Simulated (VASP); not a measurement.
# BN (P6_3/mmc) in VASP: a series of runs, part 2 of 2

VASP 6.6.1.

## (4) Single point, LDA (9.54 Å³/atom)

File INCAR:

```
SYSTEM = BN
PREC     = Accurate       ! precision mode
ENCUT    = 520            ! plane-wave cutoff, eV
EDIFF    = 1E-6           ! SCF threshold, eV
ISMEAR   = 0              ! smearing method
SIGMA    = 0.05           ! smearing width, eV
LREAL    = .False.        ! projectors in reciprocal space
LASPH    = .True.         ! aspherical terms in the spheres
NELM     = 100            ! most SCF steps
ALGO     = Normal         ! electronic algorithm
ISIF     = 2              ! what is computed and relaxed
LWAVE    = .False.        ! write WAVECAR
LCHARG   = .False.        ! write CHGCAR
GGA      = CA             ! functional
NBANDS   = 16             ! bands
```

File KPOINTS:

```
regular mesh
0
Gamma
  12 12 4
  0 0 0
```

File POSCAR:

```
BN
1.0
    2.6281444900      0.0000000000      0.0000000000
   -1.3140722450      2.2760398932      0.0000000000
    0.0000000000      0.0000000000      6.3813976362
B N
2 2
Direct
    0.3333333333      0.6666666667      0.2500000000
    0.6666666667      0.3333333333      0.7500000000
    0.3333333333      0.6666666667      0.7500000000
    0.6666666667      0.3333333333      0.2500000000
```

Potentials or basis: VASP PAW LDA potentials, release 64 (B, N).

Run with:

```sh
cat potpaw_LDA.64/B/POTCAR potpaw_LDA.64/N/POTCAR > POTCAR
mpirun -np 1 vasp_std > vasp.out
```

OUTCAR:

```text
SYSTEM = BN
   PREC = Accurate
   ENCUT = 520
   EDIFF = 1E-6
   ISMEAR = 0
   LREAL = .False.
   LASPH = .True.
   NELM = 100
   ISIF = 2
   GGA = CA

 ion  position               nearest neighbor table
   1  0.333  0.667  0.250-   4 1.52   4 1.52   4 1.52
   2  0.667  0.333  0.750-   3 1.52   3 1.52   3 1.52
   3  0.333  0.667  0.750-   2 1.52   2 1.52   2 1.52
   4  0.667  0.333  0.250-   1 1.52   1 1.52   1 1.52

  LATTYP: Found a hexagonal cell.
 ALAT       =     2.6281444900
 C/A-ratio  =     2.4281000000

  Lattice vectors:

 A1 = (   2.6281444900,   0.0000000000,   0.0000000000)
 A2 = (  -1.3140722450,   2.2760398932,   0.0000000000)
 A3 = (   0.0000000000,   0.0000000000,   6.3813976362)

Analysis of symmetry for initial positions (statically):
=====================================================================
 Subroutine PRICEL returns:
 Original cell was already a primitive cell.

 Routine SETGRP: Setting up the symmetry group for a
 hexagonal supercell.

 Subroutine GETGRP returns: Found 24 space group operations
 (whereof 12 operations were pure point group operations)
 out of a pool of 24 trial point group operations.

The static configuration has the point symmetry D_3d.
 The point group associated with its full space group is D_6h.

Analysis of symmetry for dynamics (positions and initial velocities):
=====================================================================
 Subroutine PRICEL returns:
 Original cell was already a primitive cell.

 Routine SETGRP: Setting up the symmetry group for a
 hexagonal supercell.

 Subroutine GETGRP returns: Found 24 space group operations
 (whereof 12 operations were pure point group operations)
 out of a pool of 24 trial point group operations.

The dynamic configuration has the point symmetry D_3d.
 The point group associated with its full space group is D_6h.

 Subroutine INISYM returns: Found 24 space group operations
 (whereof 12 operations are pure point group operations),
 and found     1 'primitive' translations

[... 115 lines left out ...]
   IALGO  =     38    algorithm
   IMIX   =      4    mixing-type and parameters
     AMIX     =   0.40;   BMIX     =  1.00
     AMIX_MAG =   1.60;   BMIX_MAG =  1.00
  volume/ion in A,a.u.               =       9.54        64.40
  Fermi-wavevector in a.u.,A,eV,Ry     =   1.225180  2.315254 20.423239  1.501066
  Thomas-Fermi vector in A             =   2.360227
   LORBIT       =      0    0 simple, 1 ext, 2 COOP (PROOUT), +10 PAW based schemes
   GGA     = CA    functional components
   LHFCALC =     F    Hartree Fock is set to
   AEXX    =    0.0000 exact exchange contribution
   IVDW    =     0    specifies the selected vdW correction
   LEPSILON=     F    determine dielectric tensor
   LRPA    =     F    only Hartree local field effects (RPA)
 non-spin polarized calculation
 Gauss-broadening in eV      SIGMA  =   0.05
  energy-cutoff  :      520.00
  volume of cell :       38.17
 maximum number of plane-waves:      1056
 NGX is ok and might be reduce to    20
   NGX =  9   NGY =  9   NGZ = 23

 number of electron      16.0000000 magnetization

 Free energy of the ion-electron system (eV)
  ---------------------------------------------------
  ext. energy  EPLUGINS =         0.00000000
  ---------------------------------------------------
  free energy    TOTEN  =       -37.92969664 eV

  energy without entropy =      -37.92969664  energy(sigma->0) =      -37.92969664

 E-fermi :   2.2093     XC(G=0): -10.4535

 val. band max:        1.9311664253   @ k =   0.3333   0.2500   0.0000
 cond. band min:       5.6734129119   @ k =   0.5000  -0.0000   0.0000
 fundamental gap:      3.7422464867
 Fermi energy:         2.2092578000

 k-point     1 :       0.0000    0.0000    0.0000
  band No.  band energies     occupation
      1     -14.9576      2.00000
      2     -14.5186      2.00000
      3      -3.9838      2.00000
      4      -1.2239      2.00000
      5       0.3728      2.00000
      6       0.3728      2.00000
[... 433 lines left out ...]
      3      -4.6986      2.00000
      4      -4.5967      2.00000
      5      -1.5873      2.00000
      6      -1.5081      2.00000
[... 8 lines left out ...]
     15      17.1997      0.00000
     16      18.1041      0.00000

 [... further k-points ...]
[... 5 lines left out ...]
  --------------------------------------------------------------------------------------
  -------------------------------------------------------------------------------------
  Total      -11.6501639    -11.6501639     -0.0265845      0.0000000     -0.0000000      0.0000000
  in kB     -488.9874378   -488.9874378     -1.1158209      0.0000000     -0.0000000      0.0000000
  external PRESSURE =    -326.3635655 kB  Pullay stress =       0.0000000 kB

 VOLUME and BASIS-vectors are now :
 -----------------------------------------------------------------------------
  energy-cutoff  :      520.00
  volume of cell :       38.17
      direct lattice vectors                 reciprocal lattice vectors
     2.628144490  0.000000000  0.000000000     0.380496584  0.219679805  0.000000000
    -1.314072245  2.276039893  0.000000000     0.000000000  0.439359610  0.000000000
     0.000000000  0.000000000  6.381397636     0.000000000  0.000000000  0.156705483

 POSITION                                       TOTAL-FORCE (eV/Angst)
 -----------------------------------------------------------------------------------
     -0.00000      1.51736      1.59535         0.000000     -0.000000      0.000000
      1.31407      0.75868      4.78605        -0.000000      0.000000      0.000000
     -0.00000      1.51736      4.78605         0.000000     -0.000000      0.000000
      1.31407      0.75868      1.59535        -0.000000      0.000000      0.000000
 -----------------------------------------------------------------------------------
    total drift:                                0.000000     -0.000000      0.000000

  FREE ENERGIE OF THE ION-ELECTRON SYSTEM (eV)
  ---------------------------------------------------
  free  energy   TOTEN  =       -37.9296966408 eV

  energy  without entropy=      -37.9296966408  energy(sigma->0) =      -37.92969664
```

stdout:

```text
POSCAR found type information on POSCAR B N
 POSCAR found :  2 types and       4 ions
 scaLAPACK will be used
 LDA part: xc-table for (Slater(with rela. corr.)+CA(PZ))
 , standard interpolation
 POSCAR, INCAR and KPOINTS ok, starting setup
 FFT: planning ... GRIDC
 FFT: planning ... GRID_SOFT
 FFT: planning ... GRID
 WAVECAR not read
 entering main loop
```

Run time: 16 s. Hardware: 1 thread of Intel Xeon 6975P-C (Granite Rapids), shared host; peak memory 0.14 GiB.

What came out:

```yaml
Free_energy: -37.9297 eV
Pressure: -32.6 GPa
Band_gap_on_the_k_mesh: 3.74 eV (least direct gap 4.01 eV)
```

Stress tensor (GPa, compression positive):
```
-48.90   0.00   0.00
  0.00 -48.90   0.00
  0.00   0.00  -0.11
```

Caveat: the cell stands under tension. As with any semilocal functional, this LDA gap is likely too small.

## (5) Single point, LDA (9.54 Å³/atom)

File INCAR:

```
ALGO = Normal
EDIFF = 1E-6
ENCUT = 520
GGA = CA
ISIF = 2
ISMEAR = 0
LASPH = T
LCHARG = T
LELF = T
LREAL = F
LVHAR = T
LWAVE = F
NBANDS = 16
NELM = 60
PREC = Accurate
SIGMA = 0.05
```

File KPOINTS:

```
k-points
0
Gamma
  12 12 4
```

File POSCAR:

```
BN
1.0
    2.6493729420      0.0000000000      0.0000000000
   -1.3246864710      2.2944242719      0.0000000000
    0.0000000000      0.0000000000      6.2795437471
B N
2 2
Direct
    0.3333333333      0.6666666667      0.2500000000
    0.6666666667      0.3333333333      0.7500000000
    0.3333333333      0.6666666667      0.7500000000
    0.6666666667      0.3333333333      0.2500000000
```

Potentials or basis: VASP PAW LDA potentials, release 64 (B, N).

Run with:

```sh
cat potpaw_LDA.64/B/POTCAR potpaw_LDA.64/N/POTCAR > POTCAR
mpirun -np 1 vasp_std > vasp.out
```

OUTCAR:

```text
EDIFF = 1E-6
   ENCUT = 520
   GGA = CA
   ISIF = 2
   ISMEAR = 0
   LASPH = T
   LREAL = F
   NELM = 60
   PREC = Accurate

 ion  position               nearest neighbor table
   1  0.333  0.667  0.250-   4 1.53   4 1.53   4 1.53
   2  0.667  0.333  0.750-   3 1.53   3 1.53   3 1.53
   3  0.333  0.667  0.750-   2 1.53   2 1.53   2 1.53
   4  0.667  0.333  0.250-   1 1.53   1 1.53   1 1.53

  LATTYP: Found a hexagonal cell.
 ALAT       =     2.6493729420
 C/A-ratio  =     2.3702000000

  Lattice vectors:

 A1 = (   2.6493729420,   0.0000000000,   0.0000000000)
 A2 = (  -1.3246864710,   2.2944242719,   0.0000000000)
 A3 = (   0.0000000000,   0.0000000000,   6.2795437471)

Analysis of symmetry for initial positions (statically):
=====================================================================
 Subroutine PRICEL returns:
 Original cell was already a primitive cell.

[... 170 lines left out ...]
  ext. energy  EPLUGINS =         0.00000000
  ---------------------------------------------------
  free energy    TOTEN  =       -37.73021219 eV

  energy without entropy =      -37.73021219  energy(sigma->0) =      -37.73021219

 E-fermi :   2.2310     XC(G=0): -10.4957

 val. band max:        1.9760077657   @ k =   0.3333   0.2500   0.0000
 cond. band min:       5.6645900247   @ k =   0.5000  -0.0000   0.0000
 fundamental gap:      3.6885822591
 Fermi energy:         2.2309959129

 k-point     1 :       0.0000    0.0000    0.0000
  band No.  band energies     occupation
      1     -14.8190      2.00000
      2     -14.3251      2.00000
      3      -3.9272      2.00000
      4      -0.9543      2.00000
      5       0.3835      2.00000
      6       0.3835      2.00000
[... 433 lines left out ...]
      3      -4.6253      2.00000
      4      -4.5056      2.00000
      5      -1.5323      2.00000
      6      -1.4382      2.00000
[... 8 lines left out ...]
     15      17.1301      0.00000
     16      17.7947      0.00000

 [... further k-points ...]
[... 5 lines left out ...]
  --------------------------------------------------------------------------------------
  -------------------------------------------------------------------------------------
  Total      -13.1052482    -13.1052482      0.0552280      0.0000000     -0.0000000      0.0000000
  in kB     -550.0610787   -550.0610787      2.3180603      0.0000000     -0.0000000      0.0000000
  external PRESSURE =    -365.9346990 kB  Pullay stress =       0.0000000 kB

 VOLUME and BASIS-vectors are now :
 -----------------------------------------------------------------------------
  energy-cutoff  :      520.00
  volume of cell :       38.17
      direct lattice vectors                 reciprocal lattice vectors
     2.649372942  0.000000000  0.000000000     0.377447804  0.217919591  0.000000000
    -1.324686471  2.294424272  0.000000000     0.000000000  0.435839183  0.000000000
     0.000000000  0.000000000  6.279543747     0.000000000  0.000000000  0.159247238

 POSITION                                       TOTAL-FORCE (eV/Angst)
 -----------------------------------------------------------------------------------
     -0.00000      1.52962      1.56989        -0.000000     -0.000000      0.000000
      1.32469      0.76481      4.70966         0.000000      0.000000      0.000000
     -0.00000      1.52962      4.70966         0.000000      0.000000      0.000000
      1.32469      0.76481      1.56989        -0.000000      0.000000      0.000000
 -----------------------------------------------------------------------------------
    total drift:                               -0.000000      0.000000      0.000000

  FREE ENERGIE OF THE ION-ELECTRON SYSTEM (eV)
  ---------------------------------------------------
  free  energy   TOTEN  =       -37.7302121877 eV

  energy  without entropy=      -37.7302121877  energy(sigma->0) =      -37.73021219
```

OSZICAR:

```text
N       E                     dE             d eps       ncg     rms          rms(c)
DAV:   1     0.392466652453E+02    0.39247E+02   -0.76952E+03  1824   0.907E+02
DAV:   2    -0.376083865371E+02   -0.76855E+02   -0.70275E+02  2608   0.199E+02
DAV:   3    -0.405659306834E+02   -0.29575E+01   -0.29432E+01  2384   0.381E+01
DAV:   4    -0.405817301363E+02   -0.15799E-01   -0.15796E-01  2200   0.316E+00
DAV:   5    -0.405818654698E+02   -0.13533E-03   -0.13533E-03  2384   0.276E-01    0.970E+00
DAV:   6    -0.379908711062E+02    0.25910E+01   -0.48938E+00  2184   0.167E+01    0.409E+00
DAV:   7    -0.378191682755E+02    0.17170E+00   -0.29876E-01  2432   0.385E+00    0.268E+00
DAV:   8    -0.377371586044E+02    0.82010E-01   -0.22297E-01  2368   0.303E+00    0.540E-01
DAV:   9    -0.377302139292E+02    0.69447E-02   -0.14822E-02  2184   0.945E-01    0.141E-01
DAV:  10    -0.377302045107E+02    0.94185E-05   -0.78851E-04  2408   0.197E-01    0.256E-02
DAV:  11    -0.377302129894E+02   -0.84787E-05   -0.28274E-05  2344   0.382E-02    0.902E-03
DAV:  12    -0.377302121877E+02    0.80172E-06   -0.44117E-06  2296   0.137E-02
   1 F= -.37730212E+02 E0= -.37730212E+02  d E =-.297992E-14
```

Wall time 17 s (1 thread of Intel Xeon 6975P-C (Granite Rapids), shared host); peak memory 0.14 GiB.

What came out:

```yaml
Free_energy: -37.7302 eV
Pressure: -36.6 GPa
Band_gap_on_the_k_mesh: 3.69 eV (least direct gap 3.91 eV)
```

Stress tensor (GPa, compression positive):
```
-55.01   0.00   0.00
  0.00 -55.01   0.00
  0.00   0.00   0.23
```

Levels at points of the mesh, in eV from the valence-band top:
```
           k point  band 6  band 7  band 8  band 9  band 10  band 11
(0.00, 0.00, 0.00)   -1.59   -1.51   -1.51    5.10     9.60     9.71
(0.50, 0.00, 0.00)   -3.87   -1.66   -0.23    3.69     5.36     7.96
(0.00, 0.00, 0.50)   -1.55   -1.55   -1.55    7.42     7.42    10.06
(0.50, 0.00, 0.50)   -3.94   -0.87   -0.87    4.14     4.14     8.17
```

Caveat: the cell stands under tension.

## (6) Single point, LDA (9.54 Å³/atom)

File INCAR:

```
PREC = Accurate ; ENCUT = 520
EDIFF = 1E-6 ; ISMEAR = 0
SIGMA = 0.05 ; LREAL = False
LASPH = True ; NELM = 100
ALGO = Normal ; ISIF = 2
LWAVE = False ; LCHARG = True
LELF = True ; LVHAR = True
NBANDS = 16
```

File KPOINTS:

```
Automatic mesh
0
Gamma
  12 12 4
```

File POSCAR:

```
BN
1.0
    2.6070911646      0.0000000000      0.0000000000
   -1.3035455823      2.2578071786      0.0000000000
    0.0000000000      0.0000000000      6.4848785629
B N
2 2
Direct
    0.3333333333      0.6666666667      0.2500000000
    0.6666666667      0.3333333333      0.7500000000
    0.3333333333      0.6666666667      0.7500000000
    0.6666666667      0.3333333333      0.2500000000
```

Potentials or basis: VASP PAW LDA potentials, release 64 (B, N).

Run with:

```sh
cat potpaw_LDA.64/B/POTCAR potpaw_LDA.64/N/POTCAR > POTCAR
mpirun -np 1 vasp_std > vasp.out
```

Wall time 17 s (1 thread of Intel Xeon 6975P-C (Granite Rapids), shared host); peak memory 0.14 GiB.

It converged, with:

* Free energy: -38.1039 eV
* Pressure: -28.5 GPa
* Band gap on the k mesh: 3.81 eV (least direct gap 4.12 eV)

Stress tensor (GPa, compression positive):
```
-42.48   0.00   0.00
  0.00 -42.48   0.00
  0.00   0.00  -0.43
```

Levels at points of the mesh, in eV from the valence-band top:
```csv
k point,band 4,band 5,band 6,band 7,band 8,band 9,band 10,band 11,band 12,band 13
"(0.00, 0.00, 0.00)",-3.37,-1.52,-1.52,-1.46,-1.46,4.99,9.73,10.36,10.38,10.38
"(0.50, 0.00, 0.00)",-8.37,-4.04,-3.94,-1.54,-0.31,3.81,5.33,8.37,8.59,11.90
"(0.00, 0.00, 0.50)",-4.82,-1.49,-1.49,-1.49,-1.49,7.34,7.34,10.46,10.46,10.46
"(0.50, 0.00, 0.50)",-8.43,-3.99,-3.99,-0.88,-0.88,4.27,4.27,8.65,8.65,12.66
```

Caveat: the cell stands under tension. A k mesh can miss the band edges.

## (7) Single point, LDA (9.54 Å³/atom)

File INCAR:

```
PREC = Accurate ; ENCUT = 520
EDIFF = 1E-6 ; ISMEAR = 0
SIGMA = 0.05 ; LREAL = False
LASPH = True ; NELM = 60
ALGO = Normal ; ISIF = 2
LWAVE = False ; LCHARG = False
GGA = CA ; NBANDS = 16
```

File KPOINTS:

```
regular mesh
0
Gamma
  12 12 4
```

File POSCAR:

```
BN
1.0
    2.5655249748      0.0000000000      0.0000000000
   -1.2827624874      2.2218098023      0.0000000000
    0.0000000000      0.0000000000      6.6967145892
B N
2 2
Direct
    0.3333333333      0.6666666667      0.2500000000
    0.6666666667      0.3333333333      0.7500000000
    0.3333333333      0.6666666667      0.7500000000
    0.6666666667      0.3333333333      0.2500000000
```

Run with:

```sh
cat potpaw_LDA.64/B/POTCAR potpaw_LDA.64/N/POTCAR > POTCAR
mpirun -np 1 vasp_std > vasp.out
```

Run time: 16 s. Hardware: 1 thread of Intel Xeon 6975P-C (Granite Rapids), shared host; peak memory 0.14 GiB.

The run converged. Its results:

| Property | Result |
| --- | --- |
| Free energy | -38.3720 eV |
| Pressure | -19.5 GPa |
| Band gap on the k mesh | 3.96 eV (least direct gap 4.32 eV) |

Stress tensor (GPa, compression positive):
```
-28.73   0.00   0.00
  0.00 -28.73   0.00
  0.00   0.00  -0.97
```

Levels at points of the mesh, in eV from the valence-band top:
| k point | band 4 | band 5 | band 6 | band 7 | band 8 | band 9 | band 10 | band 11 | band 12 | band 13 |
| --- | --- | --- | --- | --- | --- | --- | --- | --- | --- | --- |
| (0.00, 0.00, 0.00) | -3.78 | -1.43 | -1.43 | -1.39 | -1.39 | 4.87 | 9.67 | 10.82 | 10.82 | 10.95 |
| (0.50, 0.00, 0.00) | -8.52 | -4.06 | -3.99 | -1.41 | -0.38 | 3.96 | 5.33 | 8.80 | 9.16 | 11.97 |
| (0.00, 0.00, 0.50) | -5.00 | -1.41 | -1.41 | -1.41 | -1.41 | 7.15 | 7.15 | 10.89 | 10.89 | 10.89 |
| (0.50, 0.00, 0.50) | -8.57 | -4.02 | -4.02 | -0.88 | -0.88 | 4.41 | 4.41 | 9.15 | 9.15 | 12.77 |

Caveat: the cell stands under tension. A k mesh can miss the band edges.

## (8) Overview

```csv
cell,gap on the mesh (eV),pressure (GPa)
"a = 2.586, b = 2.586, c = 6.590 Å, angles 90.0, 90.0, 120.0°, 4 atoms",3.88,-24.1
"a = 2.504, b = 2.504, c = 7.028 Å, angles 90.0, 90.0, 120.0°, 4 atoms",4.16,-4.4
"a = 2.628, b = 2.628, c = 6.381 Å, angles 90.0, 90.0, 120.0°, 4 atoms",3.74,-32.6
"a = 2.649, b = 2.649, c = 6.280 Å, angles 90.0, 90.0, 120.0°, 4 atoms",3.69,-36.6
"a = 2.607, b = 2.607, c = 6.485 Å, angles 90.0, 90.0, 120.0°, 4 atoms",3.81,-28.5
"a = 2.566, b = 2.566, c = 6.697 Å, angles 90.0, 90.0, 120.0°, 4 atoms",3.96,-19.5
```

Alike in all rows: task single point; level LDA; potentials or basis VASP PAW LDA potentials, release 64 (B, N); no spin polarisation; k mesh 12 × 12 × 4; cutoff (eV) 520; smearing gaussian 0.05 eV.

Caveats: the cell stands under tension.

Total energies depend on the potentials used, so only differences within one code and one set of settings carry meaning.
